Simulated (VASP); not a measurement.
# Mg3Te (I4/mmm) in VASP: a series of runs

The runs below take Mg3Te through single point, with r2SCAN.

Program: VASP 6.6.1. These are calculated values, not measurements. Logs are shortened: lines on timing, memory, paths and dates and some standing lists are left out, and cuts for length are marked.

## Step 1: The cell of the first run

It takes space group I4/mmm (No. 139, tetragonal). Conventional cell: a = 4.191 Å, b = 4.191 Å, c = 10.349 Å, α = 90.00°, β = 90.00°, γ = 90.00°. Within 3.9 Å of Te (site symmetry 4/mmm) lie 12 Mg at 2.96 to 3.33 Å. Mg (site symmetry -4m2) has 8 Mg at 2.96 to 3.33 Å and 4 Te at 3.33 Å within 3.9 Å. Mg (site symmetry 4/mmm) has 4 Te at 2.96 Å and 8 Mg at 3.33 Å within 3.9 Å.

## Step 2: Single point, r2SCAN

Input file POSCAR:

```
Mg3Te
1.0
   -2.0956873375      2.0956873375      5.1746518643
    2.0956873375     -2.0956873375      5.1746518643
    2.0956873375      2.0956873375     -5.1746518643
Te Mg
1 3
Direct
    0.0000000000      0.0000000000      0.0000000000
    0.2500000000      0.7500000000      0.5000000000
    0.7500000000      0.2500000000      0.5000000000
    0.5000000000      0.5000000000      0.0000000000
```

Input file INCAR.step1:

```
SYSTEM = Mg3Te
ALGO     = Normal         ! electronic algorithm
EDIFF    = 1E-4           ! SCF threshold, eV
ENCUT    = 520            ! plane-wave cutoff, eV
GGA      = PE             ! functional
ISMEAR   = -1             ! smearing method
LASPH    = .TRUE.         ! aspherical terms in the spheres
LCHARG   = .FALSE.        ! write CHGCAR
LREAL    = .FALSE.        ! projectors in reciprocal space
LWAVE    = .TRUE.         ! write WAVECAR
NBANDS   = 14             ! bands
NELM     = 60             ! most SCF steps
PREC     = Accurate       ! precision mode
SIGMA    = 0.05           ! smearing width, eV
```

Input file INCAR.step2:

```
SYSTEM = Mg3Te
ALGO     = Normal         ! electronic algorithm
EDIFF    = 1E-6           ! SCF threshold, eV
ENCUT    = 520            ! plane-wave cutoff, eV
ISIF     = 2              ! what is computed and relaxed
ISMEAR   = -1             ! smearing method
ISTART   = 1            
LASPH    = .TRUE.         ! aspherical terms in the spheres
LCHARG   = .FALSE.        ! write CHGCAR
LMIXTAU  = .TRUE.       
LREAL    = .FALSE.        ! projectors in reciprocal space
LWAVE    = .FALSE.        ! write WAVECAR
METAGGA  = R2SCAN         ! meta-GGA
NBANDS   = 14             ! bands
NELM     = 60             ! most SCF steps
PREC     = Accurate       ! precision mode
SIGMA    = 0.05           ! smearing width, eV
```

Input file KPOINTS:

```
k-points
0
G
  9 9 9
  0 0 0
```

Potentials or basis: VASP PAW PBE potentials, release 64 (Te, Mg).

On the command line:

```sh
cat potpaw_PBE.64/Te/POTCAR potpaw_PBE.64/Mg/POTCAR > POTCAR
cp INCAR.step1 INCAR
mpirun -np 1 vasp_std > vasp.out
cp INCAR.step2 INCAR
mpirun -np 1 vasp_std > vasp.out
```

OUTCAR:

```text
SYSTEM = Mg3Te
   EDIFF = 1E-6
   ENCUT = 520
   ISIF = 2
   ISMEAR = -1
   ISTART = 1
   LASPH = .TRUE.
   LREAL = .FALSE.
   METAGGA = R2SCAN
   NELM = 60
   PREC = Accurate

 ion  position               nearest neighbor table
   1  0.000  0.000  0.000-   4 2.96   4 2.96   4 2.96   4 2.96   3 3.33   2 3.33   3 3.33   2 3.33
                             3 3.33   3 3.33   2 3.33   2 3.33
   2  0.250  0.750  0.500-   3 2.96   3 2.96   3 2.96   3 2.96   4 3.33   1 3.33   4 3.33   4 3.33
                             1 3.33   1 3.33   4 3.33   1 3.33
   3  0.750  0.250  0.500-   2 2.96   2 2.96   2 2.96   2 2.96   4 3.33   1 3.33   4 3.33   1 3.33
                             4 3.33   4 3.33   1 3.33   1 3.33
   4  0.500  0.500  0.000-   1 2.96   1 2.96   1 2.96   1 2.96   3 3.33   2 3.33   3 3.33   3 3.33
                             2 3.33   2 3.33   3 3.33   2 3.33

  LATTYP: Found a body centered tetragonal cell.
 ALAT       =     4.1913746750
 C/A-ratio  =     2.4691907861

  Lattice vectors:

 A1 = (  -2.0956873375,   2.0956873375,   5.1746518643)
 A2 = (   2.0956873375,  -2.0956873375,   5.1746518643)
 A3 = (   2.0956873375,   2.0956873375,  -5.1746518643)

Analysis of symmetry for initial positions (statically):
=====================================================================
 Subroutine PRICEL returns:
 Original cell was already a primitive cell.

 Routine SETGRP: Setting up the symmetry group for a
 body centered tetragonal supercell.

 Subroutine GETGRP returns: Found 16 space group operations
 (whereof 16 operations were pure point group operations)
 out of a pool of 16 trial point group operations.

The static configuration has the point symmetry D_4h.

Analysis of symmetry for dynamics (positions and initial velocities):
=====================================================================
 Subroutine PRICEL returns:
 Original cell was already a primitive cell.

 Routine SETGRP: Setting up the symmetry group for a
 body centered tetragonal supercell.

 Subroutine GETGRP returns: Found 16 space group operations
 (whereof 16 operations were pure point group operations)
 out of a pool of 16 trial point group operations.

The dynamic configuration has the point symmetry D_4h.

 Subroutine INISYM returns: Found 16 space group operations
 (whereof 16 operations are pure point group operations),
 and found     1 'primitive' translations

----------------------------------------------------------------------------------------

                                     Primitive cell

  volume of cell :      90.9063

  direct lattice vectors                    reciprocal lattice vectors
    -2.095687337  2.095687337  5.174651864     0.000000000  0.238585208  0.096624858
     2.095687337 -2.095687337  5.174651864     0.238585208  0.000000000  0.096624858
     2.095687337  2.095687337 -5.174651864     0.238585208  0.238585208  0.000000000

  length of vectors
     5.963290430  5.963290430  5.963290430     0.257408750  0.257408750  0.337410437

  position of ions in fractional coordinates (direct lattice)
     0.000000000  0.000000000  0.000000000
     0.250000000  0.750000000  0.500000000
     0.750000000  0.250000000  0.500000000
     0.500000000  0.500000000  0.000000000

  ion indices of the primitive-cell ions
   primitive index   ion index
                 1           1
                 2           2
                 3           3
                 4           4

----------------------------------------------------------------------------------------

 KPOINTS: k-points

Automatic generation of k-mesh.
 Grid dimensions read from file:
 generate k-points for:    9    9    9

 Generating k-lattice:

  Cartesian coordinates                     Fractional coordinates (reciprocal lattice)
     0.000000000  0.026509468  0.010736095     0.111111111  0.000000000  0.000000000
     0.026509468  0.000000000  0.010736095     0.000000000  0.111111111  0.000000000
     0.026509468  0.026509468  0.000000000     0.000000000  0.000000000  0.111111111

  Length of vectors
     0.028600972  0.028600972  0.037490049

  Shift w.r.t. Gamma in fractional coordinates (k-lattice)
     0.000000000  0.000000000  0.000000000

 Subroutine IBZKPT returns following result:
 ===========================================

 Found     75 irreducible k-points:

 Following reciprocal coordinates:
            Coordinates               Weight
  0.000000  0.000000  0.000000      1.000000
  0.111111  0.000000  0.000000      8.000000
  0.222222 -0.000000  0.000000      8.000000
  0.333333  0.000000 -0.000000      8.000000
  0.444444 -0.000000  0.000000      8.000000
  0.111111  0.111111  0.000000      8.000000
[... 16 lines left out ...]
 -0.333333  0.333333  0.000000      4.000000
  0.444444  0.444444  0.000000      8.000000
 [... further k-points ...]
   k-points           NKPTS =     75   k-points in BZ     NKDIM =     75   number of bands    NBANDS=     14
   number of dos      NEDOS =    301   number of ions     NIONS =      4
   total plane-waves  NPLWV = 110592
   dimension x,y,z NGX =    48 NGY =   48 NGZ =   48
   dimension x,y,z NGXF=    96 NGYF=   96 NGZF=   96
   ions per type =               1   3
   NGX,Y,Z   is equivalent  to a cutoff of  13.38, 13.38, 13.38 a.u.
   NGXF,Y,Z  is equivalent  to a cutoff of  26.76, 26.76, 26.76 a.u.
 SYSTEM =  Mg3Te
   PREC   = accura    normal or accurate (medium, high low for compatibility)
   ISTART =      1    job   : 0-new  1-cont  2-samecut
   ICHARG =      0    charge: 1-file 2-atom 10-const
   ISPIN  =      1    spin polarized calculation?
   LNONCOLLINEAR =      F non collinear calculations
   LSORBIT =      F    spin-orbit coupling
   LASPH  =      T    aspherical Exc in radial PAW
   ENCUT  =  520.0 eV  38.22 Ry    6.18 a.u.  11.09 11.09 11.09*2*pi/ulx,y,z
   NELM   =     60;   NELMIN=  2; NELMDL=  0     # of ELM steps
   EDIFF  = 0.1E-05   stopping-criterion for ELM
   LREAL  =      F    real-space projection
   EDIFFG = 0.1E-04   stopping-criterion for IOM
   NSW    =      0    number of steps for IOM
   IBRION =     -1    ionic relax: 0-MD 1-quasi-New 2-CG
   NFREE  =      0    steps in history (QN), initial steepest desc. (CG)
   ISIF   =      2    stress and relaxation
   ISYM   =      2    0-nonsym 1-usesym 2-fastsym
   POTIM  = 0.5000    time-step for ionic-motion
   TEBEG  =    0.0;   TEEND  =   0.0 temperature during run
   PSTRESS=    0.0 pullay stress
   NELECT =      12.0000    total number of electrons
   NUPDOWN=      -1.0000    fix difference up-down
   EMIN   =  10.00;   EMAX   =-10.00  energy-range for DOS
   EFERMI =   0.00;   METHOD = LEGACY
   ISMEAR =    -1;   SIGMA  =   0.05  broadening in eV -4-tet -1-fermi 0-gaus
   EFERMI_NEDOS =   21; number of points for ismear=-14 and -15
   IALGO  =     38    algorithm
   IMIX   =      4    mixing-type and parameters
     AMIX     =   0.40;   BMIX     =  1.00
     AMIX_MAG =   1.60;   BMIX_MAG =  1.00
  volume/ion in A,a.u.               =      22.73       153.37
  Fermi-wavevector in a.u.,A,eV,Ry     =   0.833561  1.575201  9.453646  0.694823
  Thomas-Fermi vector in A             =   1.946805
   LORBIT       =      0    0 simple, 1 ext, 2 COOP (PROOUT), +10 PAW based schemes
   METAGGA = R2SCAN    functional components
   LHFCALC =     F    Hartree Fock is set to
   AEXX    =    0.0000 exact exchange contribution
   IVDW    =     0    specifies the selected vdW correction
   LEPSILON=     F    determine dielectric tensor
   LRPA    =     F    only Hartree local field effects (RPA)
 non-spin polarized calculation
  energy-cutoff  :      520.00
  volume of cell :       90.91
 maximum number of plane-waves:      2470
 NGX is ok and might be reduce to    48
   NGX = 23   NGY = 23   NGZ = 23

 number of electron      12.0000000 magnetization

 Free energy of the ion-electron system (eV)
  ---------------------------------------------------
  ext. energy  EPLUGINS =         0.00000000
  ---------------------------------------------------
  free energy    TOTEN  =       -38.49573707 eV

  energy without entropy =      -38.47752505  energy(sigma->0) =      -38.48663106

 E-fermi :   5.1412     XC(G=0):  -9.6948

 val. band max:        5.1185094341   @ k =  -0.3333   0.4444   0.3333
 cond. band min:       5.1426395386   @ k =  -0.1111  -0.2222   0.1111
 fundamental gap:      0.0241301045
 Fermi energy:         5.1411974476

 k-point     1 :       0.0000    0.0000    0.0000
  band No.  band energies     occupation
      1      -8.0884      2.00000
      2       0.2653      2.00000
      3       0.5877      2.00000
      4       2.0476      2.00000
      5       2.0476      2.00000
      6       5.8211      0.00000
      7       6.2894      0.00000
      8       6.7019      0.00000
      9       6.7019      0.00000
     10       6.9783      0.00000
     11       9.4827      0.00000
     12      12.0988      0.00000
     13      12.3048      0.00000
     14      12.3048      0.00000

 k-point     2 :       0.1111    0.0000    0.0000
  band No.  band energies     occupation
      1      -8.0243      2.00000
      2      -0.0601      2.00000
      3       0.7654      2.00000
      4       1.8628      2.00000
      5       2.0953      2.00000
      6       5.1511      0.90116
      7       6.1597      0.00000
      8       6.8379      0.00000
      9       7.4629      0.00000
     10       7.5394      0.00000
     11      10.1979      0.00000
     12      10.6249      0.00000
     13      11.6429      0.00000
     14      13.1294      0.00000
[... 343 lines left out ...]
      1      -7.2698      2.00000
      2      -0.7067      2.00000
      3       0.0659      2.00000
      4       0.9341      2.00000
      5       2.9858      2.00000
      6       3.8809      2.00000
      7       4.0030      2.00000
      8       5.0618      1.66063
      9       8.8748      0.00000
     10       9.3134      0.00000
     11      11.3965      0.00000
     12      11.6920      0.00000
     13      12.1645      0.00000
     14      13.6641      0.00000

 k-point    24 :       0.4444    0.4444    0.0000
  band No.  band energies     occupation
      1      -6.9961      2.00000
      2      -0.6645      2.00000
      3      -0.3990      2.00000
      4       0.7255      2.00000
      5       2.4925      2.00000
      6       3.7105      2.00000
      7       4.8693      1.99135
      8       6.0598      0.00000
      9       6.6839      0.00000
     10       7.2571      0.00000
     11      10.8558      0.00000
     12      11.8930      0.00000
     13      13.5483      0.00000
     14      14.2238      0.00000

 [... further k-points ...]

------------------------ aborting loop because EDIFF is reached ----------------------------------------

  FORCE on cell =-STRESS in cart. coord.  units (eV):
  Direction    XX          YY          ZZ          XY          YZ          ZX
  --------------------------------------------------------------------------------------
  -------------------------------------------------------------------------------------
  Total        0.9842998      0.9842998      0.8448924      0.0000000      0.0000000      0.0000000
  in kB       17.3477790     17.3477790     14.8907950      0.0000000      0.0000000      0.0000000
  external PRESSURE =      16.5287844 kB  Pullay stress =       0.0000000 kB

 VOLUME and BASIS-vectors are now :
 -----------------------------------------------------------------------------
  energy-cutoff  :      520.00
  volume of cell :       90.91
      direct lattice vectors                 reciprocal lattice vectors
    -2.095687337  2.095687337  5.174651864     0.000000000  0.238585208  0.096624858
     2.095687337 -2.095687337  5.174651864     0.238585208  0.000000000  0.096624858
     2.095687337  2.095687337 -5.174651864     0.238585208  0.238585208  0.000000000

 POSITION                                       TOTAL-FORCE (eV/Angst)
 -----------------------------------------------------------------------------------
      0.00000      0.00000      0.00000         0.000000      0.000000     -0.000000
      2.09569     -0.00000      2.58733        -0.000000      0.000000      0.000000
     -0.00000      2.09569      2.58733         0.000000     -0.000000     -0.000000
      0.00000      0.00000      5.17465         0.000000      0.000000     -0.000000
 -----------------------------------------------------------------------------------
    total drift:                                0.000000     -0.000000     -0.000000

  FREE ENERGIE OF THE ION-ELECTRON SYSTEM (eV)
  ---------------------------------------------------
  free  energy   TOTEN  =       -38.4957370733 eV

  energy  without entropy=      -38.4775250451  energy(sigma->0) =      -38.48663106
```

Wall time 9.9 min (1 thread of Intel Xeon Platinum 8488C (Sapphire Rapids), shared host); peak memory 0.41 GiB.

Results:

```yaml
Free_energy: -38.4957 eV
Pressure: 1.7 GPa
Band_gap_on_the_k_mesh: zero (band 6 reaches 5.82 eV, above the bottom of band 7 at 4.00 eV)
```

Caveat: the PAW data sets were made with another functional, which shifts forces and pressure a little; spin-orbit coupling is left out, which moves the levels of the heavy elements.

## Step 3: Single point, r2SCAN

This run uses another cell than the first one, of 23.21 Å³/atom, 1.021 times its volume.

Input file POSCAR:

```
Mg3Te
1.0
   -2.1104461853      2.1104461853      5.2110942752
    2.1104461853     -2.1104461853      5.2110942752
    2.1104461853      2.1104461853     -5.2110942752
Te Mg
1 3
Direct
    0.0000000000      0.0000000000      0.0000000000
    0.2500000000      0.7500000000      0.5000000000
    0.7500000000      0.2500000000      0.5000000000
    0.5000000000      0.5000000000      0.0000000000
```

Input file INCAR.step1:

```
  ALGO = Normal
  EDIFF = 1E-4
  ENCUT = 520
  GGA = PE
  ISMEAR = -1
  LASPH = True
  LCHARG = False
  LREAL = False
  LWAVE = True
  NBANDS = 14
  NELM = 100
  PREC = Accurate
  SIGMA = 0.05
```

Input file INCAR.step2:

```
  ALGO = Normal
  EDIFF = 1E-7
  ENCUT = 520
  ISIF = 2
  ISMEAR = -1
  ISTART = 1
  LASPH = True
  LCHARG = False
  LMIXTAU = True
  LREAL = False
  LWAVE = False
  METAGGA = R2SCAN
  NBANDS = 14
  NELM = 100
  PREC = Accurate
  SIGMA = 0.05
```

Input file KPOINTS:

```
k-points
0
Gamma
  9 9 9
```

Potentials or basis: VASP PAW PBE potentials, release 64 (Te, Mg).

On the command line:

```sh
cat potpaw_PBE.64/Te/POTCAR potpaw_PBE.64/Mg/POTCAR > POTCAR
cp INCAR.step1 INCAR
mpirun -np 1 vasp_std > vasp.out
cp INCAR.step2 INCAR
mpirun -np 1 vasp_std > vasp.out
```

Wall time 12 min (1 thread of Intel Xeon Platinum 8488C (Sapphire Rapids), shared host); peak memory 0.41 GiB.

Results (log left out):

```
Free energy            : -38.5098 eV
Pressure               : 0.7 GPa
Band gap on the k mesh : zero (band 6 reaches 5.61 eV, above the bottom of band 7 at 3.85 eV)
```

Levels at points of the mesh, in eV from the Fermi level:
```
           k point  band 4  band 5  band 6  band 7  band 8  band 9
(0.00, 0.00, 0.00)   -3.05   -3.05    0.64    1.16    1.56    1.56
```

Caveat: the PAW data sets were made with another functional, which shifts forces and pressure a little; spin-orbit coupling is left out, which moves the levels of the heavy elements.
